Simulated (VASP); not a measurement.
# Sb (R-3m) in VASP: further runs, part 2 of 2

VASP 6.6.1.

### Step 4. Single point, r2SCAN

Contents of POSCAR:

```
Sb
1.0
    2.0645170000      3.5758420000      0.0000000000
   -2.0645170000      3.5758420000      0.0000000000
    0.0000000000     -2.3838940000      3.8222960000
Sb
2
Direct
    0.2276400000      0.2276400000      0.6829200000
    0.7723600000      0.7723600000      0.3170800000
```

Contents of INCAR.step1:

```
SYSTEM = Sb
PREC = Accurate
ENCUT = 520
ISMEAR = -1
SIGMA = 0.1
LREAL = .False.
LASPH = .True.
NELM = 80
NBANDS = 12
GGA = PE
ALGO = Normal
EDIFF = 1E-4
LWAVE = .True.
LCHARG = .False.
```

Contents of INCAR.step2:

```
SYSTEM = Sb
PREC = Accurate
ENCUT = 520
EDIFF = 1E-6
ISMEAR = -1
SIGMA = 0.1
LREAL = .False.
LASPH = .True.
NELM = 80
ALGO = Normal
ISIF = 2
LWAVE = .False.
LCHARG = .True.
METAGGA = R2SCAN
LMIXTAU = .True.
LELF = .True.
LVHAR = .True.
NBANDS = 12
ISTART = 1
```

Contents of KPOINTS:

```
Automatic mesh
0
Gamma
  10 10 10
  0 0 0
```

Potentials or basis: VASP PAW PBE potentials, release 64 (Sb).

The run is started by

```console
$ cat potpaw_PBE.64/Sb/POTCAR > POTCAR
$ cp INCAR.step1 INCAR
$ mpirun -np 1 vasp_std > vasp.out
$ cp INCAR.step2 INCAR
$ mpirun -np 1 vasp_std > vasp.out
```

OUTCAR:

```text
SYSTEM = Sb
   PREC = Accurate
   ENCUT = 520
   EDIFF = 1E-6
   ISMEAR = -1
   LREAL = .False.
   LASPH = .True.
   NELM = 80
   ISIF = 2
   METAGGA = R2SCAN
   ISTART = 1

 ion  position               nearest neighbor table
   1  0.228  0.228  0.683-   2 2.76   2 2.76   2 2.76   2 3.40   2 3.40   2 3.40
   2  0.772  0.772  0.317-   1 2.76   1 2.76   1 2.76   1 3.40   1 3.40   1 3.40

  LATTYP: Found a trigonal (rhomboedric) cell.
 ALAT       =     4.5047660527
 COS(alpha) =     0.5799292528

  Lattice vectors:

 A1 = (   2.0645170000,   1.1919480000,   3.8222960000)
 A2 = (  -2.0645170000,   1.1919480000,   3.8222960000)
 A3 = (   0.0000000000,  -2.3838940000,   3.8222960000)

Analysis of symmetry for initial positions (statically):
=====================================================================
 Subroutine PRICEL returns:
 Original cell was already a primitive cell.

 Routine SETGRP: Setting up the symmetry group for a
 trigonal (rhombohedral) supercell.

 Subroutine GETGRP returns: Found 12 space group operations
 (whereof 12 operations were pure point group operations)
 out of a pool of 12 trial point group operations.

The static configuration has the point symmetry D_3d.

Analysis of symmetry for dynamics (positions and initial velocities):
=====================================================================
 Subroutine PRICEL returns:
 Original cell was already a primitive cell.

 Routine SETGRP: Setting up the symmetry group for a
 trigonal (rhombohedral) supercell.

 Subroutine GETGRP returns: Found 12 space group operations
 (whereof 12 operations were pure point group operations)
 out of a pool of 12 trial point group operations.

The dynamic configuration has the point symmetry D_3d.

 Subroutine INISYM returns: Found 12 space group operations
 (whereof 12 operations are pure point group operations),
 and found     1 'primitive' translations

----------------------------------------------------------------------------------------

                                     Primitive cell

  volume of cell :      56.4353

  direct lattice vectors                    reciprocal lattice vectors
     2.064517000  3.575842000  0.000000000     0.242187398  0.139827207  0.087207595
    -2.064517000  3.575842000  0.000000000    -0.242187398  0.139827207  0.087207595
     0.000000000 -2.383894000  3.822296000     0.000000000  0.000000000  0.261622857

  length of vectors
     4.129028512  4.129028512  4.504763847     0.292936082  0.292936082  0.261622857

  position of ions in fractional coordinates (direct lattice)
     0.227640000  0.227640000  0.682920000
     0.772360000  0.772360000  0.317080000

  ion indices of the primitive-cell ions
   primitive index   ion index
                 1           1
                 2           2

----------------------------------------------------------------------------------------

 KPOINTS: Automatic mesh

Automatic generation of k-mesh.
 Grid dimensions read from file:
 generate k-points for:   10   10   10

 Generating k-lattice:

  Cartesian coordinates                     Fractional coordinates (reciprocal lattice)
     0.024218740  0.013982721  0.008720759     0.100000000  0.000000000 -0.000000000
    -0.024218740  0.013982721  0.008720759     0.000000000  0.100000000 -0.000000000
     0.000000000  0.000000000  0.026162286     0.000000000  0.000000000  0.100000000

  Length of vectors
     0.029293608  0.029293608  0.026162286

  Shift w.r.t. Gamma in fractional coordinates (k-lattice)
     0.000000000  0.000000000  0.000000000

 Subroutine IBZKPT returns following result:
 ===========================================

 Found    116 irreducible k-points:

 Following reciprocal coordinates:
            Coordinates               Weight
  0.000000  0.000000  0.000000      1.000000
  0.100000  0.000000 -0.000000      6.000000
  0.200000  0.000000 -0.000000      6.000000
  0.300000  0.000000 -0.000000      6.000000
  0.400000  0.000000 -0.000000      6.000000
  0.500000  0.000000 -0.000000      3.000000
[... 16 lines left out ...]
  0.300000  0.300000 -0.000000      6.000000
  0.400000  0.300000 -0.000000     12.000000
 [... further k-points ...]
   k-points           NKPTS =    116   k-points in BZ     NKDIM =    116   number of bands    NBANDS=     12
   number of dos      NEDOS =    301   number of ions     NIONS =      2
   total plane-waves  NPLWV =  36864
   dimension x,y,z NGX =    32 NGY =   32 NGZ =   36
   dimension x,y,z NGXF=    64 NGYF=   64 NGZF=   72
   ions per type =               2
   NGX,Y,Z   is equivalent  to a cutoff of  12.88, 12.88, 13.29 a.u.
   NGXF,Y,Z  is equivalent  to a cutoff of  25.77, 25.77, 26.57 a.u.
 SYSTEM =  Sb
   PREC   = accura    normal or accurate (medium, high low for compatibility)
   ISTART =      1    job   : 0-new  1-cont  2-samecut
   ICHARG =      0    charge: 1-file 2-atom 10-const
   ISPIN  =      1    spin polarized calculation?
   LNONCOLLINEAR =      F non collinear calculations
   LSORBIT =      F    spin-orbit coupling
   LASPH  =      T    aspherical Exc in radial PAW
   ENCUT  =  520.0 eV  38.22 Ry    6.18 a.u.   7.68  7.68  8.38*2*pi/ulx,y,z
   NELM   =     80;   NELMIN=  2; NELMDL=  0     # of ELM steps
   EDIFF  = 0.1E-05   stopping-criterion for ELM
   LREAL  =      F    real-space projection
   EDIFFG = 0.1E-04   stopping-criterion for IOM
   NSW    =      0    number of steps for IOM
   IBRION =     -1    ionic relax: 0-MD 1-quasi-New 2-CG
   NFREE  =      0    steps in history (QN), initial steepest desc. (CG)
   ISIF   =      2    stress and relaxation
   ISYM   =      2    0-nonsym 1-usesym 2-fastsym
   POTIM  = 0.5000    time-step for ionic-motion
   TEBEG  =    0.0;   TEEND  =   0.0 temperature during run
   PSTRESS=    0.0 pullay stress
   NELECT =      10.0000    total number of electrons
   NUPDOWN=      -1.0000    fix difference up-down
   EMIN   =  10.00;   EMAX   =-10.00  energy-range for DOS
   EFERMI =   0.00;   METHOD = LEGACY
   ISMEAR =    -1;   SIGMA  =   0.10  broadening in eV -4-tet -1-fermi 0-gaus
   EFERMI_NEDOS =   21; number of points for ismear=-14 and -15
   IALGO  =     38    algorithm
   IMIX   =      4    mixing-type and parameters
     AMIX     =   0.40;   BMIX     =  1.00
     AMIX_MAG =   1.60;   BMIX_MAG =  1.00
  volume/ion in A,a.u.               =      28.22       190.42
  Fermi-wavevector in a.u.,A,eV,Ry     =   0.919513  1.737627 11.503778  0.845504
  Thomas-Fermi vector in A             =   2.044715
   LORBIT       =      0    0 simple, 1 ext, 2 COOP (PROOUT), +10 PAW based schemes
   METAGGA = R2SCAN    functional components
   LHFCALC =     F    Hartree Fock is set to
   AEXX    =    0.0000 exact exchange contribution
   IVDW    =     0    specifies the selected vdW correction
   LEPSILON=     F    determine dielectric tensor
   LRPA    =     F    only Hartree local field effects (RPA)
 non-spin polarized calculation
  energy-cutoff  :      520.00
  volume of cell :       56.44
 maximum number of plane-waves:      1557
   NGX = 15   NGY = 15   NGZ = 17

 number of electron      10.0000000 magnetization

 Free energy of the ion-electron system (eV)
  ---------------------------------------------------
  ext. energy  EPLUGINS =         0.00000000
  ---------------------------------------------------
  free energy    TOTEN  =       -51.12351872 eV

  energy without entropy =      -51.11512708  energy(sigma->0) =      -51.11932290

 E-fermi :   8.4046     XC(G=0): -10.2622

 val. band max:        8.3224684998   @ k =   0.2000   0.0000   0.2000
 cond. band min:       8.4662509037   @ k =   0.3000   0.0000   0.1000
 fundamental gap:      0.1437824039
 Fermi energy:         8.4046043667

 k-point     1 :       0.0000    0.0000    0.0000
  band No.  band energies     occupation
      1      -5.9690      2.00000
      2       3.7100      2.00000
      3       5.5350      2.00000
      4       6.0764      2.00000
      5       6.0764      2.00000
      6       9.7797      0.00000
      7      10.8789      0.00000
      8      10.8789      0.00000
      9      13.9804      0.00000
     10      13.9804      0.00000
     11      14.4468      0.00000
     12      15.0540      0.00000
[... 331 lines left out ...]
 k-point    24 :       0.4000    0.3000   -0.0000
  band No.  band energies     occupation
      1      -4.0969      2.00000
      2       0.0740      2.00000
      3       3.0905      2.00000
      4       4.2175      2.00000
      5       4.9356      2.00000
      6      10.0818      0.00000
      7      12.5030      0.00000
      8      13.0520      0.00000
      9      13.4183      0.00000
     10      17.2408      0.00000
     11      17.4363      0.00000
     12      18.4115      0.00000

 [... further k-points ...]
[... 5 lines left out ...]
  --------------------------------------------------------------------------------------
  -------------------------------------------------------------------------------------
  Total        4.1252612      4.1252466      2.9118833      0.0000000      0.0000005      0.0000000
  in kB      117.1145726    117.1141575     82.6672436      0.0000000      0.0000144      0.0000000
  external PRESSURE =     105.6319912 kB  Pullay stress =       0.0000000 kB

 VOLUME and BASIS-vectors are now :
 -----------------------------------------------------------------------------
  energy-cutoff  :      520.00
  volume of cell :       56.44
      direct lattice vectors                 reciprocal lattice vectors
     2.064517000  3.575842000  0.000000000     0.242187398  0.139827207  0.087207595
    -2.064517000  3.575842000  0.000000000    -0.242187398  0.139827207  0.087207595
     0.000000000 -2.383894000  3.822296000     0.000000000  0.000000000  0.261622857

 POSITION                                       TOTAL-FORCE (eV/Angst)
 -----------------------------------------------------------------------------------
      0.00000      0.00000      2.61032         0.000000      0.000000      1.495086
      0.00000      4.76779      1.21197         0.000000     -0.000000     -1.495086
 -----------------------------------------------------------------------------------
    total drift:                               -0.000000     -0.000000      0.000000

  FREE ENERGIE OF THE ION-ELECTRON SYSTEM (eV)
  ---------------------------------------------------
  free  energy   TOTEN  =       -51.1235187152 eV

  energy  without entropy=      -51.1151270800  energy(sigma->0) =      -51.11932290
```

Wall time 3.4 min (1 thread of Intel Xeon Platinum 8259CL at 2.50GHz (Skylake/Cascade Lake), shared host); peak memory 0.23 GiB.

Results:

* Free energy: -51.1235 eV
* Pressure: 10.6 GPa
* Largest force: 1.495 eV/Å
* Band gap on the k mesh: zero (band 5 reaches 8.52 eV, above the bottom of band 6 at 8.13 eV)

Forces in eV/Å, atoms in the order of the input:
```
Sb   0.000  0.000  1.495
Sb   0.000  0.000 -1.495
```

Stress tensor (GPa, compression positive):
```
11.71  0.00  0.00
 0.00 11.71  0.00
 0.00  0.00  8.27
```

Levels at points of the mesh, in eV from the Fermi level:
| k point | band 1 | band 2 | band 3 | band 4 | band 5 | band 6 | band 7 | band 8 | band 9 | band 10 |
| --- | --- | --- | --- | --- | --- | --- | --- | --- | --- | --- |
| (0.00, 0.00, 0.00) | -14.37 | -4.69 | -2.87 | -2.33 | -2.33 | 1.38 | 2.47 | 2.47 | 5.58 | 5.58 |
| (0.50, 0.00, 0.00) | -11.72 | -10.57 | -3.03 | -2.96 | -0.47 | -0.28 | 0.08 | 0.87 | 7.36 | 7.75 |
| (0.50, 0.50, 0.00) | -11.63 | -9.08 | -5.97 | -4.52 | -4.44 | 0.97 | 5.30 | 6.38 | 7.55 | 8.97 |
| (0.00, 0.00, 0.50) | -13.10 | -9.55 | -1.95 | -1.95 | -0.31 | 0.28 | 0.28 | 1.86 | 6.80 | 8.66 |

Caveat: the PAW data sets were made with another functional, which shifts forces and pressure a little; spin-orbit coupling is left out, which moves the levels of the heavy elements.

### Step 5. Single point, r2SCAN

POSCAR is that of step 4.

Contents of INCAR.step1:

```
SYSTEM = Sb
PREC = Accurate
ENCUT = 550
ISMEAR = -1
SIGMA = 0.1
LREAL = .FALSE.
LASPH = .TRUE.
NELM = 120
NBANDS = 12
GGA = PE
ALGO = Normal
EDIFF = 1E-5
LWAVE = .TRUE.
LCHARG = .FALSE.
GGA_COMPAT = .FALSE.
```

Contents of INCAR.step2:

```
SYSTEM = Sb
PREC = Accurate
ENCUT = 550
EDIFF = 1E-6
ISMEAR = -1
SIGMA = 0.1
LREAL = .FALSE.
LASPH = .TRUE.
NELM = 120
ALGO = Normal
ISIF = 2
LWAVE = .FALSE.
LCHARG = .TRUE.
METAGGA = R2SCAN
LMIXTAU = .TRUE.
LELF = .TRUE.
LVHAR = .TRUE.
NBANDS = 12
ISTART = 1
GGA_COMPAT = .FALSE.
```

Contents of KPOINTS:

```
regular mesh
0
G
  5 5 5
  0 0 0
```

The run is started by

```console
$ cat potpaw_PBE.64/Sb/POTCAR > POTCAR
$ cp INCAR.step1 INCAR
$ mpirun -np 1 vasp_std > vasp.out
$ cp INCAR.step2 INCAR
$ mpirun -np 1 vasp_std > vasp.out
```

It took 52 s on 1 thread of AMD EPYC 7R43 (Zen 3), shared host; peak memory 0.15 GiB.

Results (log left out):

| Property | Result |
| --- | --- |
| Free energy | -51.1676 eV |
| Pressure | 10.5 GPa |
| Largest force | 1.311 eV/Å |
| Band gap on the k mesh | 0.23 eV, indirect (least direct gap 0.79 eV) |

Forces on the atoms (eV/Å):
```
Sb   0.000  0.000  1.311
Sb   0.000  0.000 -1.311
```

Stress tensor (GPa, compression positive):
```
11.99  0.00  0.00
 0.00 11.99  0.00
 0.00  0.00  7.50
```

Levels at points of the mesh, in eV from the valence-band top:
| k point | band 2 | band 3 | band 4 | band 5 | band 6 | band 7 | band 8 | band 9 |
| --- | --- | --- | --- | --- | --- | --- | --- | --- |
| (0.00, 0.00, 0.00) | -4.63 | -2.80 | -2.23 | -2.23 | 1.49 | 2.57 | 2.57 | 5.65 |

Caveat: the PAW data sets were made with another functional, which shifts forces and pressure a little; spin-orbit coupling is left out, which moves the levels of the heavy elements. A k mesh can miss the band edges.

### Step 6. Overview

| k mesh | cutoff (eV) | smearing | gap on the mesh (eV) | pressure (GPa) | largest force (eV/Å) |
| --- | --- | --- | --- | --- | --- |
| 5 × 5 × 5 | 520 | fermi-dirac 0.1 eV | 0.23 | 10.5 | 1.31 |
| 5 × 5 × 5 | 520 | tetrahedron | 0.23 | 10.5 | 1.30 |
| 10 × 10 × 10 | 520 | fermi-dirac 0.1 eV | none | 10.6 | 1.50 |
| 5 × 5 × 5 | 550 | fermi-dirac 0.1 eV | 0.23 | 10.5 | 1.31 |

Alike in all rows: task single point; level r2SCAN; potentials or basis VASP PAW PBE potentials, release 64 (Sb); no spin polarisation; cell as given.

On the cell as given the gap runs from zero (r2SCAN) to 0.23 eV (r2SCAN); the meshes differ, which moves gaps too.

Caveats: the PAW data sets were made with another functional, which shifts forces and pressure a little; spin-orbit coupling is left out, which moves the levels of the heavy elements.

Absolute energies hang on the potentials; compare differences alone.
